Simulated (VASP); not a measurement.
# C18N in VASP: single point with PBE+D3(BJ)

Aim: the single point of C18N with PBE+D3(BJ).

All numbers are computed with VASP 6.6.1; they aren't measurements. Logs are shortened: lines on timing, memory, paths and dates and some standing lists are left out, and cuts for length are marked.

## (1) The cell of the first run

The cell holds a slab with vacuum, 19 atoms: a = 7.398 Å, b = 7.398 Å, c = 12.000 Å, α = 90.00°, β = 90.00°, γ = 120.00°.

## (2) Single point, PBE+D3(BJ), collinear spin, ferromagnetic start

Input file INCAR:

```
PREC = Accurate
ENCUT = 520
EDIFF = 1E-6
ISMEAR = -1
SIGMA = 0.02
LREAL = Auto
LASPH = T
NELM = 150
ALGO = Normal
ISIF = 2
LWAVE = F
LCHARG = T
ISPIN = 2
MAGMOM = 0 0 0 0 0 0 0 0 0 0 0 0 0 0 0 0 0 0 1
LORBIT = 11
GGA = PE
IVDW = 12
LELF = T
LVHAR = T
NBANDS = 58
```

Input file KPOINTS:

```
Automatic mesh
0
Gamma
  2 2 1
```

Input file POSCAR:

```
C18N
1.0
    7.3980000000      0.0000000000      0.0000000000
   -3.6990000000      6.4068560000      0.0000000000
    0.0000000000      0.0000000000     12.0000000000
C N
18 1
Direct
    0.0039540152     -0.0091776684      0.0865750000
    0.2180751683      0.1127386038      0.0642416667
   -0.0059504418      0.3266500761      0.0877666667
    0.2153786614      0.4364074985      0.0784500000
   -0.0045639225      0.6610262506      0.0686750000
    0.2120173737      0.7731561315      0.0807333333
    0.3245631129     -0.0032933470      0.0809083333
    0.5479491687      0.1212295079      0.0893166667
    0.3406640951      0.3408848271      0.0619333333
    0.5578512724      0.4521718609      0.0652166667
    0.3264555839      0.6601834035      0.0824000000
    0.5399729550      0.7675371508      0.1031583333
    0.6407144248     -0.0149215153      0.1243666667
    0.8802671004      0.0971927573      0.1066500000
    0.6647661230      0.3335333274      0.0690250000
    0.8941651249      0.4436965651      0.0800333333
    0.6608560737      0.6653185275      0.0897000000
    0.8792035961      0.7750603416      0.0793750000
    0.7867069204      0.0632759656      0.2096416667
```

Potentials or basis: VASP PAW PBE potentials, release 64 (C, N).

On the command line:

```
cat potpaw_PBE.64/C/POTCAR potpaw_PBE.64/N/POTCAR > POTCAR
mpirun -np 1 vasp_std > vasp.out
```

OUTCAR:

```text
PREC = Accurate
   ENCUT = 520
   EDIFF = 1E-6
   ISMEAR = -1
   LREAL = Auto
   LASPH = T
   NELM = 150
   ISIF = 2
   ISPIN = 2
   LORBIT = 11
   GGA = PE
   IVDW = 12
 IVDW          = 12

 ion  position               nearest neighbor table
   1  0.004  0.991  0.087-  18 1.39   2 1.40  14 1.49
   2  0.218  0.113  0.064-   1 1.40   7 1.44   9 1.46
   3  0.994  0.327  0.088-  16 1.39   4 1.42  14 1.49
   4  0.215  0.436  0.078-   3 1.42   9 1.43  11 1.43
   5  0.995  0.661  0.069-   6 1.40  16 1.40  18 1.48
   6  0.212  0.773  0.081-   5 1.40   7 1.43  11 1.46
   7  0.325  0.997  0.081-   6 1.43   8 1.44   2 1.44
   8  0.548  0.121  0.089-  15 1.38   7 1.44  13 1.53
   9  0.341  0.341  0.062-  10 1.39   4 1.43   2 1.46
  10  0.558  0.452  0.065-   9 1.39  17 1.40  15 1.45
  11  0.326  0.660  0.082-  12 1.39   4 1.43   6 1.46
  12  0.540  0.768  0.103-  11 1.39  13 1.42  17 1.44
  13  0.641  0.985  0.124-  19 1.39  12 1.42   8 1.53  14 1.55
  14  0.880  0.097  0.107-  19 1.38   3 1.49   1 1.49  13 1.55
  15  0.665  0.334  0.069-   8 1.38  10 1.45  16 1.48
  16  0.894  0.444  0.080-   3 1.39   5 1.40  15 1.48
  17  0.661  0.665  0.090-  10 1.40  18 1.40  12 1.44
  18  0.879  0.775  0.079-   1 1.39  17 1.40   5 1.48
  19  0.787  0.063  0.210-  14 1.38  13 1.39

  LATTYP: Found a hexagonal cell.
 ALAT       =     7.3980000000
 C/A-ratio  =     1.6220600162

  Lattice vectors:

 A1 = (   7.3980000000,   0.0000000000,   0.0000000000)
 A2 = (  -3.6990000000,   6.4068560000,   0.0000000000)
 A3 = (   0.0000000000,   0.0000000000,  12.0000000000)

Analysis of symmetry for initial positions (statically):
=====================================================================
 Subroutine PRICEL returns:
 Original cell was already a primitive cell.

 Routine SETGRP: Setting up the symmetry group for a
 hexagonal supercell.

 Subroutine GETGRP returns: Found  1 space group operations
 (whereof  1 operations were pure point group operations)
 out of a pool of 24 trial point group operations.

The static configuration has the point symmetry C_1 .

Analysis of symmetry for dynamics (positions and initial velocities):
=====================================================================
 Subroutine PRICEL returns:
 Original cell was already a primitive cell.

 Routine SETGRP: Setting up the symmetry group for a
 hexagonal supercell.

 Subroutine GETGRP returns: Found  1 space group operations
 (whereof  1 operations were pure point group operations)
 out of a pool of 24 trial point group operations.

The dynamic configuration has the point symmetry C_1 .

Analysis of structural, dynamic, and magnetic symmetry:
=====================================================================
 Subroutine PRICEL returns:
 Original cell was already a primitive cell.

 Routine SETGRP: Setting up the symmetry group for a
 hexagonal supercell.

 Subroutine GETGRP returns: Found  1 space group operations
 (whereof  1 operations were pure point group operations)
 out of a pool of 24 trial point group operations.

The overall configuration has the point symmetry C_1 .

 Subroutine INISYM returns: Found  1 space group operations
 (whereof  1 operations are pure point group operations),
 and found     1 'primitive' translations

----------------------------------------------------------------------------------------

                                     Primitive cell

  volume of cell :     568.7750

  direct lattice vectors                    reciprocal lattice vectors
     7.398000000  0.000000000  0.000000000     0.135171668  0.078041398  0.000000000
    -3.699000000  6.406856000  0.000000000     0.000000000  0.156082796  0.000000000
     0.000000000  0.000000000 12.000000000     0.000000000  0.000000000  0.083333333

  length of vectors
     7.398000000  7.398000054 12.000000000     0.156082797  0.156082796  0.083333333

  position of ions in fractional coordinates (direct lattice)
     0.003954015  0.990822332  0.086575000
     0.218075168  0.112738604  0.064241667
[... 73 lines left out ...]
   number of dos      NEDOS =    301   number of ions     NIONS =     19
   total plane-waves  NPLWV = 282240
   dimension x,y,z NGX =    56 NGY =   56 NGZ =   90
   dimension x,y,z NGXF=   112 NGYF=  112 NGZF=  180
   ions per type =              18   1
   NGX,Y,Z   is equivalent  to a cutoff of  12.58, 12.58, 12.47 a.u.
   NGXF,Y,Z  is equivalent  to a cutoff of  25.17, 25.17, 24.94 a.u.
 SYSTEM =  unknown system
   PREC   = accura    normal or accurate (medium, high low for compatibility)
   ISTART =      0    job   : 0-new  1-cont  2-samecut
   ICHARG =      2    charge: 1-file 2-atom 10-const
   ISPIN  =      2    spin polarized calculation?
   LNONCOLLINEAR =      F non collinear calculations
   LSORBIT =      F    spin-orbit coupling
   LASPH  =      T    aspherical Exc in radial PAW
   ENCUT  =  520.0 eV  38.22 Ry    6.18 a.u.  13.76 13.76 22.31*2*pi/ulx,y,z
   NELM   =    150;   NELMIN=  2; NELMDL= -5     # of ELM steps
   EDIFF  = 0.1E-05   stopping-criterion for ELM
   LREAL  =      T    real-space projection
   EDIFFG = 0.1E-04   stopping-criterion for IOM
   NSW    =      0    number of steps for IOM
   IBRION =     -1    ionic relax: 0-MD 1-quasi-New 2-CG
   NFREE  =      0    steps in history (QN), initial steepest desc. (CG)
   ISIF   =      2    stress and relaxation
   ISYM   =      2    0-nonsym 1-usesym 2-fastsym
   POTIM  = 0.5000    time-step for ionic-motion
   TEBEG  =    0.0;   TEEND  =   0.0 temperature during run
   PSTRESS=    0.0 pullay stress
   NELECT =      77.0000    total number of electrons
   NUPDOWN=      -1.0000    fix difference up-down
   EMIN   =  10.00;   EMAX   =-10.00  energy-range for DOS
   EFERMI =   0.00;   METHOD = LEGACY
   ISMEAR =    -1;   SIGMA  =   0.02  broadening in eV -4-tet -1-fermi 0-gaus
   EFERMI_NEDOS =   21; number of points for ismear=-14 and -15
   IALGO  =     38    algorithm
   IMIX   =      4    mixing-type and parameters
     AMIX     =   0.40;   BMIX     =  1.00
     AMIX_MAG =   1.60;   BMIX_MAG =  1.00
  volume/ion in A,a.u.               =      29.94       202.01
  Fermi-wavevector in a.u.,A,eV,Ry     =   0.840604  1.588512  9.614087  0.706615
  Thomas-Fermi vector in A             =   1.955013
   LORBIT       =     11    0 simple, 1 ext, 2 COOP (PROOUT), +10 PAW based schemes
   GGA     = PE    functional components
   LHFCALC =     F    Hartree Fock is set to
   AEXX    =    0.0000 exact exchange contribution
   IVDW    =    12    specifies the selected vdW correction
   LEPSILON=     F    determine dielectric tensor
   LRPA    =     F    only Hartree local field effects (RPA)
 spin polarized calculation
  energy-cutoff  :      520.00
  volume of cell :      568.78
 maximum number of plane-waves:     15363
 NGX is ok and might be reduce to    56
   NGX = 27   NGY = 27   NGZ = 45

 number of electron      76.9999997 magnetization       0.5031646

 Free energy of the ion-electron system (eV)
  ---------------------------------------------------
  ext. energy  EPLUGINS =         0.00000000
  ---------------------------------------------------
  free energy    TOTEN  =      -168.37359230 eV

  energy without entropy =     -168.36667381  energy(sigma->0) =     -168.37013305

 E-fermi :  -2.1032     XC(G=0):  -3.7891

 val. band max:       -2.1144302467   @ k =   0.0000   0.5000   0.0000
 cond. band min:      -2.0915451061   @ k =   0.5000   0.5000   0.0000
 fundamental gap:      0.0228851405
 Fermi energy:        -2.1031581833

 spin component 1

 k-point     1 :       0.0000    0.0000    0.0000
  band No.  band energies     occupation
      1     -23.4454      1.00000
      2     -21.0665      1.00000
      3     -19.1780      1.00000
      4     -19.0556      1.00000
      5     -18.9563      1.00000
      6     -18.9011      1.00000
[... 201 lines left out ...]
     49       3.7629      0.00000
     50       4.1578      0.00000
 Fermi energy:        -2.1031581833

 spin component 2

 k-point     1 :       0.0000    0.0000    0.0000
  band No.  band energies     occupation
      1     -23.2022      1.00000
      2     -21.0291      1.00000
      3     -19.1731      1.00000
      4     -19.0505      1.00000
      5     -18.9512      1.00000
      6     -18.8995      1.00000
[... 201 lines left out ...]
     49       3.7639      0.00000
     50       4.1633      0.00000
 [bands above 50 left out]

------------------------ aborting loop because EDIFF is reached ----------------------------------------

 Edisp (eV)   -1.68480

 E8    (eV) :    -0.5216

  FORCE on cell =-STRESS in cart. coord.  units (eV):
  Direction    XX          YY          ZZ          XY          YZ          ZX
  --------------------------------------------------------------------------------------
  -------------------------------------------------------------------------------------
  Total       2.52533     3.67072     3.44930     1.66378     1.70519     0.19279
  in kB       7.11357    10.34001     9.71631     4.68668     4.80335     0.54306
  external pressure =        9.06 kB  Pullay stress =        0.00 kB

 VOLUME and BASIS-vectors are now :
 -----------------------------------------------------------------------------
  energy-cutoff  :      520.00
  volume of cell :      568.78
      direct lattice vectors                 reciprocal lattice vectors
     7.398000000  0.000000000  0.000000000     0.135171668  0.078041398  0.000000000
    -3.699000000  6.406856000  0.000000000     0.000000000  0.156082796  0.000000000
     0.000000000  0.000000000 12.000000000     0.000000000  0.000000000  0.083333333

 POSITION                                       TOTAL-FORCE (eV/Angst)
 -----------------------------------------------------------------------------------
     -3.63580      6.34806      1.03890        -3.040730      1.051448     -1.279958
      1.19630      0.72230      0.77090         1.535535     -0.470985      1.012966
      6.14570      2.09280      1.05320         0.829149      0.111092     -0.948625
     -0.02090      2.79600      0.94140         0.330051      0.883466     -0.672951
      4.91910      4.23510      0.82410        -0.766999      1.030381      1.132766
     -1.29140      4.95350      0.96880         1.167078      0.341428     -0.254562
[... 11 lines left out ...]
      3.63740      4.96570      0.95250         2.996861     -0.534954      0.380374
      5.58600      0.40540      2.51570        -0.095051     -0.257327      3.921412
 -----------------------------------------------------------------------------------
    total drift:                                0.006269     -0.003670      0.022685

  FREE ENERGIE OF THE ION-ELECTRON SYSTEM (eV)
  ---------------------------------------------------
  free  energy   TOTEN  =      -170.0583893982 eV

  energy  without entropy=     -170.0514709107  energy(sigma->0) =     -170.05493015

 total charge

# of ion       s       p       d       tot
------------------------------------------
    1        0.870   1.775   0.000   2.645
    2        0.860   1.756   0.000   2.616
    3        0.865   1.762   0.000   2.627
    4        0.863   1.766   0.000   2.629
    5        0.864   1.787   0.000   2.651
    6        0.860   1.784   0.000   2.644
[... 11 lines left out ...]
   18        0.864   1.779   0.000   2.643
   19        1.312   2.486   0.000   3.798
--------------------------------------------------
tot         16.811  34.476   0.000  51.287

 magnetization (x)

# of ion       s       p       d       tot
------------------------------------------
    1        0.003   0.003   0.000   0.006
    2        0.001   0.006   0.000   0.007
    3        0.005  -0.002   0.000   0.003
    4        0.001   0.007   0.000   0.008
    5       -0.000  -0.002   0.000  -0.003
    6        0.000   0.005   0.000   0.005
[... 11 lines left out ...]
   18        0.000   0.005   0.000   0.006
   19        0.009   0.328   0.000   0.337
--------------------------------------------------
tot          0.022   0.346   0.000   0.368
```

It took 7.2 min on 1 thread of Intel Xeon 6975P-C (Granite Rapids), shared host; peak memory 0.84 GiB.

Results:

- Free energy: -170.0584 eV
- Largest force: 3.931 eV/Å
- Net moment: 0.50 μB per cell
- Site moments: C +0.01, +0.00, -0.00, -0.01, +0.02, -0.02 (each value once); N +0.34 μB
- Valence electrons inside the program's atomic spheres: C 2.65, 2.62, 2.63, 2.64, 2.60, 2.67, 2.66 (each value once); N 3.80
- Dispersion energy per atom: -0.089 eV

Forces in eV/Å, atoms in the order of the input:
```
C   -3.041  1.051 -1.280
C    1.536 -0.471  1.013
C    0.829  0.111 -0.949
C    0.330  0.883 -0.673
C   -0.767  1.030  1.133
C    1.167  0.341 -0.255
C    0.245  1.521 -1.045
C    0.265 -3.235 -0.103
C   -1.953 -2.148  0.790
C    0.199 -1.547  0.346
C   -1.438 -0.200  0.629
C    0.777 -1.324 -1.200
C   -0.799  2.545 -1.659
C    2.365  2.178 -0.881
C    0.649  0.745  1.132
C   -2.196 -1.612 -0.792
C   -1.070  0.921 -0.510
C    2.997 -0.535  0.380
N   -0.095 -0.257  3.921
```

Caveat: the k points lie up to 0.49 Å⁻¹ apart; the atoms stand as in a frame of molecular dynamics; there is no dipole correction, which matters where the two faces differ.
